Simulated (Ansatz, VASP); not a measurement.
**Two plane-wave programs on Si**

```
Si
1.0
     0.00000    2.83621    2.54295
     2.83621    0.00000    2.54295
     2.83621    2.83621    0.00000
Si
2
Cartesian
  2.8362 2.8362 2.5429
  4.2543 4.2543 3.8144
```

Alike in both runs: task single point; functional PBE; k mesh 10 × 10 × 10; occupations gaussian, width 0.05 eV; no spin polarisation.

|  | VASP | Ansatz |
| --- | --- | --- |
| version | VASP 6.6.1 | Ansatz 0.2.0 |
| potentials or method | VASP PAW PBE potentials, release 64 (Si), cutoff 520 eV | scalar-relativistic, plane waves, PAW |
| valence electrons in the cell | 8 | 8 |

|  | VASP | Ansatz | Ansatz less VASP |
| --- | --- | --- | --- |
| gap on the k mesh at the Fermi level (eV) | none | none | - |
| pressure (GPa) | -0.4 | -0.4 | +0.07 |
| traceless stress, the component that is largest in VASP (GPa) | 5.65 | 5.63 | -0.019 |

A gap of «none» marks a metal or a gap that the smearing closes.
